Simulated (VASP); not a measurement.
# Mg2OsS6 in VASP: single point with PBE

Aim: the single point of Mg2OsS6 with PBE.

All numbers are computed with VASP 6.6.1; they aren't measurements. Logs are shortened: lines on timing, memory, paths and dates and some standing lists are left out, and cuts for length are marked.

### Step 1. The cell of the first run

The cell holds a disordered packing, 9 atoms: a = 5.429 Å, b = 4.665 Å, c = 3.940 Å, α = 84.86°, β = 91.26°, γ = 99.71°.

### Step 2. Single point, PBE

The input, INCAR:

```
  PREC = Accurate
  ENCUT = 520
  EDIFF = 1E-6
  ISMEAR = -1
  SIGMA = 0.1
  LREAL = F
  LASPH = T
  NELM = 80
  ALGO = Normal
  ISIF = 2
  LWAVE = F
  LCHARG = F
  GGA = PE
  NBANDS = 34
```

The input, KPOINTS:

```
Automatic mesh
0
Gamma
  4 4 5
  0.5 0 0.5
```

The input, POSCAR:

```
Mg2OsS6
1.0
    5.4100400000      0.0537940000     -0.4496780000
   -0.8165640000      4.5872200000      0.2233280000
    0.2375930000      0.2097660000      3.9270750000
S Mg Os
6 2 1
Direct
    0.8759610000      0.2380560000      0.5620540000
    0.7787740000      0.0415140000      0.1165390000
    0.2354130000      0.4694010000      0.5105410000
    0.5179900000      0.0072210000      0.4958370000
    0.0660720000      0.3838090000      0.0460170000
    0.1350210000      0.9896210000      0.2593510000
    0.9604190000      0.7861470000      0.7581340000
    0.4544780000      0.2642600000      0.9369210000
    0.4080030000      0.7439310000      0.0329840000
```

Potentials or basis: VASP PAW PBE potentials, release 64 (S, Mg, Os).

The run is started by

```sh
> cat potpaw_PBE.64/S/POTCAR potpaw_PBE.64/Mg/POTCAR potpaw_PBE.64/Os/POTCAR > POTCAR
> mpirun -np 1 vasp_std > vasp.out
```

OUTCAR:

```text
PREC = Accurate
   ENCUT = 520
   EDIFF = 1E-6
   ISMEAR = -1
   LREAL = F
   LASPH = T
   NELM = 80
   ISIF = 2
   GGA = PE

 ion  position               nearest neighbor table
   1  0.876  0.238  0.562-   3 2.07   2 2.07   4 2.08   5 2.25   5 2.30   7 2.30   2 2.33   6 2.37
                             7 2.70   8 2.78
   2  0.779  0.042  0.117-   5 2.04   6 2.05   4 2.06   1 2.07   8 2.26   7 2.27   9 2.28   1 2.33
                             7 2.92
   3  0.235  0.469  0.511-   1 2.07   5 2.07   8 2.27   5 2.29   9 2.30   6 2.50   7 2.54   9 2.60
                             6 2.68   4 2.71   8 2.89
   4  0.518  0.007  0.496-   2 2.06   1 2.08   6 2.25   8 2.26   9 2.30   9 2.38   8 2.46   3 2.71
                             7 2.90   7 3.19
   5  0.066  0.384  0.046-   2 2.04   6 2.04   3 2.07   1 2.25   7 2.26   9 2.28   3 2.29   1 2.30
                             8 2.33   7 3.06
   6  0.135  0.990  0.259-   5 2.04   2 2.05   4 2.25   7 2.26   9 2.26   8 2.31   1 2.37   7 2.38
                             3 2.50   3 2.68
   7  0.960  0.786  0.758-   5 2.26   6 2.26   2 2.27   1 2.30   6 2.38   3 2.54   9 2.67   1 2.70
                             4 2.90   2 2.92   5 3.06   9 3.18   4 3.19   8 3.29   8 3.39
   8  0.454  0.264  0.937-   2 2.26   4 2.26   3 2.27   6 2.31   5 2.33   9 2.36   9 2.39   4 2.46
                             1 2.78   3 2.89   7 3.29   7 3.39
   9  0.408  0.744  0.033-   6 2.26   2 2.28   5 2.28   4 2.30   3 2.30   8 2.36   4 2.38   8 2.39
                             3 2.60   7 2.67   7 3.18

  LATTYP: Found a triclinic cell.
 ALAT       =     7.7823299735
 B/A-ratio  =     1.4225905376
 C/A-ratio  =     0.5062550615
 COS(alpha) =     0.0162033842
 COS(beta)  =     0.5446101350
 COS(gamma) =     0.7961976392

  Lattice vectors:

 A1 = (  -4.8310690000,  -4.8507800000,  -3.7007250000)
 A2 = ( -10.0035160000,  -4.6948080000,   0.6760280000)
 A3 = (  -0.2375930000,  -0.2097660000,  -3.9270750000)

Analysis of symmetry for initial positions (statically):
=====================================================================
 Subroutine PRICEL returns:
 Original cell was already a primitive cell.

 Routine SETGRP: Setting up the symmetry group for a
 triclinic supercell.

 Subroutine GETGRP returns: Found  1 space group operations
 (whereof  1 operations were pure point group operations)
 out of a pool of  2 trial point group operations.

The static configuration has the point symmetry C_1 .

Analysis of symmetry for dynamics (positions and initial velocities):
=====================================================================
 Subroutine PRICEL returns:
 Original cell was already a primitive cell.

 Routine SETGRP: Setting up the symmetry group for a
 triclinic supercell.

 Subroutine GETGRP returns: Found  1 space group operations
 (whereof  1 operations were pure point group operations)
 out of a pool of  2 trial point group operations.

The dynamic configuration has the point symmetry C_1 .

 Subroutine INISYM returns: Found  1 space group operations
 (whereof  1 operations are pure point group operations),
 and found     1 'primitive' translations

----------------------------------------------------------------------------------------

                                     Primitive cell

  volume of cell :      97.9474

  direct lattice vectors                    reciprocal lattice vectors
     5.410040000  0.053794000 -0.449678000     0.183440345  0.033280804 -0.012876078
    -0.816564000  4.587220000  0.223328000    -0.003119839  0.217999320 -0.011455751
     0.237593000  0.209766000  3.927075000     0.021182645 -0.008586469  0.253819522

  length of vectors
     5.428962783  4.664679999  3.939843939     0.186879013  0.218322402  0.254846585

  position of ions in fractional coordinates (direct lattice)
     0.875961000  0.238056000  0.562054000
     0.778774000  0.041514000  0.116539000
     0.235413000  0.469401000  0.510541000
     0.517990000  0.007221000  0.495837000
     0.066072000  0.383809000  0.046017000
     0.135021000  0.989621000  0.259351000
     0.960419000  0.786147000  0.758134000
     0.454478000  0.264260000  0.936921000
     0.408003000  0.743931000  0.032984000

  ion indices of the primitive-cell ions
   primitive index   ion index
                 1           1
                 2           2
                 3           3
                 4           4
                 5           5
                 6           6
                 7           7
                 8           8
                 9           9

----------------------------------------------------------------------------------------

 KPOINTS: Automatic mesh

Automatic generation of k-mesh.
 Grid dimensions read from file:
 generate k-points for:    4    4    5

 Generating k-lattice:

  Cartesian coordinates                     Fractional coordinates (reciprocal lattice)
     0.045860086  0.008320201 -0.003219019     0.250000000  0.000000000 -0.000000000
    -0.000779960  0.054499830 -0.002863938     0.000000000  0.250000000  0.000000000
     0.004236529 -0.001717294  0.050763904     0.000000000 -0.000000000  0.200000000

  Length of vectors
     0.046719753  0.054580601  0.050969317

  Shift w.r.t. Gamma in fractional coordinates (k-lattice)
     0.500000000  0.000000000  0.500000000

 Subroutine IBZKPT returns following result:
 ===========================================

 Found     40 irreducible k-points:

 Following reciprocal coordinates:
            Coordinates               Weight
  0.125000  0.000000  0.100000      2.000000
  0.375000 -0.000000  0.100000      2.000000
 -0.375000 -0.000000  0.100000      2.000000
 -0.125000  0.000000  0.100000      2.000000
  0.125000  0.250000  0.100000      2.000000
  0.375000  0.250000  0.100000      2.000000
[... 16 lines left out ...]
 -0.375000  0.250000  0.300000      2.000000
 -0.125000  0.250000  0.300000      2.000000
 [... further k-points ...]
   k-points           NKPTS =     40   k-points in BZ     NKDIM =     40   number of bands    NBANDS=     34
   number of dos      NEDOS =    301   number of ions     NIONS =      9
   total plane-waves  NPLWV =  43200
   dimension x,y,z NGX =    40 NGY =   36 NGZ =   30
   dimension x,y,z NGXF=    80 NGYF=   72 NGZF=   60
   ions per type =               6   2   1
   NGX,Y,Z   is equivalent  to a cutoff of  12.25, 12.83, 12.66 a.u.
   NGXF,Y,Z  is equivalent  to a cutoff of  24.50, 25.66, 25.32 a.u.
 SYSTEM =  unknown system
   PREC   = accura    normal or accurate (medium, high low for compatibility)
   ISTART =      0    job   : 0-new  1-cont  2-samecut
   ICHARG =      2    charge: 1-file 2-atom 10-const
   ISPIN  =      1    spin polarized calculation?
   LNONCOLLINEAR =      F non collinear calculations
   LSORBIT =      F    spin-orbit coupling
   LASPH  =      T    aspherical Exc in radial PAW
   ENCUT  =  520.0 eV  38.22 Ry    6.18 a.u.  10.09  8.67  7.33*2*pi/ulx,y,z
   NELM   =     80;   NELMIN=  2; NELMDL= -5     # of ELM steps
   EDIFF  = 0.1E-05   stopping-criterion for ELM
   LREAL  =      F    real-space projection
   EDIFFG = 0.1E-04   stopping-criterion for IOM
   NSW    =      0    number of steps for IOM
   IBRION =     -1    ionic relax: 0-MD 1-quasi-New 2-CG
   NFREE  =      0    steps in history (QN), initial steepest desc. (CG)
   ISIF   =      2    stress and relaxation
   ISYM   =      2    0-nonsym 1-usesym 2-fastsym
   POTIM  = 0.5000    time-step for ionic-motion
   TEBEG  =    0.0;   TEEND  =   0.0 temperature during run
   PSTRESS=    0.0 pullay stress
   NELECT =      48.0000    total number of electrons
   NUPDOWN=      -1.0000    fix difference up-down
   EMIN   =  10.00;   EMAX   =-10.00  energy-range for DOS
   EFERMI =   0.00;   METHOD = LEGACY
   ISMEAR =    -1;   SIGMA  =   0.10  broadening in eV -4-tet -1-fermi 0-gaus
   EFERMI_NEDOS =   21; number of points for ismear=-14 and -15
   IALGO  =     38    algorithm
   IMIX   =      4    mixing-type and parameters
     AMIX     =   0.40;   BMIX     =  1.00
     AMIX_MAG =   1.60;   BMIX_MAG =  1.00
  volume/ion in A,a.u.               =      10.88        73.44
  Fermi-wavevector in a.u.,A,eV,Ry     =   1.290697  2.439063 22.665921  1.665898
  Thomas-Fermi vector in A             =   2.422512
   LORBIT       =      0    0 simple, 1 ext, 2 COOP (PROOUT), +10 PAW based schemes
   GGA     = PE    functional components
   LHFCALC =     F    Hartree Fock is set to
   AEXX    =    0.0000 exact exchange contribution
   IVDW    =     0    specifies the selected vdW correction
   LEPSILON=     F    determine dielectric tensor
   LRPA    =     F    only Hartree local field effects (RPA)
 non-spin polarized calculation
  energy-cutoff  :      520.00
  volume of cell :       97.95
 maximum number of plane-waves:      2657
   NGX = 21   NGY = 17   NGZ = 15

 number of electron      48.0000000 magnetization

 Free energy of the ion-electron system (eV)
  ---------------------------------------------------
  ext. energy  EPLUGINS =         0.00000000
  ---------------------------------------------------
  free energy    TOTEN  =       -19.12705050 eV

  energy without entropy =      -19.02765151  energy(sigma->0) =      -19.07735101

 E-fermi :  12.9823     XC(G=0): -12.5610

 val. band max:       12.9134942284   @ k =   0.1250  -0.2500   0.3000
 cond. band min:      13.0116459860   @ k =  -0.1250   0.0000   0.3000
 fundamental gap:      0.0981517575
 Fermi energy:        12.9822617937

 k-point     1 :       0.1250    0.0000    0.1000
  band No.  band energies     occupation
      1     -10.2877      2.00000
      2      -6.1998      2.00000
      3      -4.4229      2.00000
      4      -3.2565      2.00000
      5      -1.6397      2.00000
      6       0.1800      2.00000
[... 26 lines left out ...]
     33      18.4759      0.00000
     34      19.3121      0.00000
[... 820 lines left out ...]
      4      -3.9490      2.00000
      5      -2.1055      2.00000
      6      -1.3821      2.00000
[... 26 lines left out ...]
     33      17.9055      0.00000
     34      18.2483      0.00000

 [... further k-points ...]

------------------------ aborting loop because EDIFF is reached ----------------------------------------

  FORCE on cell =-STRESS in cart. coord.  units (eV):
  Direction    XX          YY          ZZ          XY          YZ          ZX
  --------------------------------------------------------------------------------------
  -------------------------------------------------------------------------------------
  Total       68.9530354     69.6147715     69.1058936      3.3836630      1.1623784     -3.5094813
  in kB     1127.9008554   1138.7252189   1130.4012372     55.3483450     19.0136311    -57.4064202
  external PRESSURE =    1132.3424372 kB  Pullay stress =       0.0000000 kB

 VOLUME and BASIS-vectors are now :
 -----------------------------------------------------------------------------
  energy-cutoff  :      520.00
  volume of cell :       97.95
      direct lattice vectors                 reciprocal lattice vectors
     5.410040000  0.053794000 -0.449678000     0.183440345  0.033280804 -0.012876078
    -0.816564000  4.587220000  0.223328000    -0.003119839  0.217999320 -0.011455751
     0.237593000  0.209766000  3.927075000     0.021182645 -0.008586469  0.253819522

 POSITION                                       TOTAL-FORCE (eV/Angst)
 -----------------------------------------------------------------------------------
      4.67814      1.25704      1.86649        -2.489315      2.833452      3.598360
      4.20699      0.25677      0.11673        -3.050016     -2.530425     -2.492620
      1.01160      2.27300      2.00390         3.770612      2.838691      0.578079
      2.91426      0.16500      1.71587        -1.417103     -2.251752      2.877325
      0.05498      1.77382      0.23672        -1.822273      4.934111     -2.150080
     -0.01600      4.60128      1.17878         2.992816     -4.691518      0.735286
      4.73409      3.81692      2.72094        -1.291617     -2.178778     -0.730454
      2.46556      1.43320      3.53401         1.550052      2.139493     -0.596445
      1.60768      3.44144      0.11220         1.756842     -1.093274     -1.819451
 -----------------------------------------------------------------------------------
    total drift:                               -0.000473     -0.000396      0.000408

  FREE ENERGIE OF THE ION-ELECTRON SYSTEM (eV)
  ---------------------------------------------------
  free  energy   TOTEN  =       -19.1270504991 eV

  energy  without entropy=      -19.0276515139  energy(sigma->0) =      -19.07735101
```

Wall time 95 s (1 thread of AMD EPYC 7R13 (Zen 3), shared host); peak memory 0.24 GiB.

Results:

```
Free energy            : -19.1271 eV
Pressure               : 113.2 GPa
Largest force          : 5.682 eV/Å
Band gap on the k mesh : zero (bands 24 and 25 overlap by 0.45 eV)
```

Forces in eV/Å, atoms in the order of the input:
```
S   -2.489  2.833  3.598
S   -3.050 -2.530 -2.493
S    3.771  2.839  0.578
S   -1.417 -2.252  2.877
S   -1.822  4.934 -2.150
S    2.993 -4.692  0.735
Mg  -1.292 -2.179 -0.730
Mg   1.550  2.139 -0.596
Os   1.757 -1.093 -1.819
```

Levels at points of the mesh, in eV from the Fermi level:
```
           k point  band 20  band 21  band 22  band 23  band 24  band 25  band 26  band 27  band 28  band 29
(0.12, 0.00, 0.10)    -3.12    -2.28    -1.56    -0.85    -0.34     0.09     0.75     1.54     2.13     2.75
```

Caveat: spin-orbit coupling is left out, which moves the levels of the heavy elements.
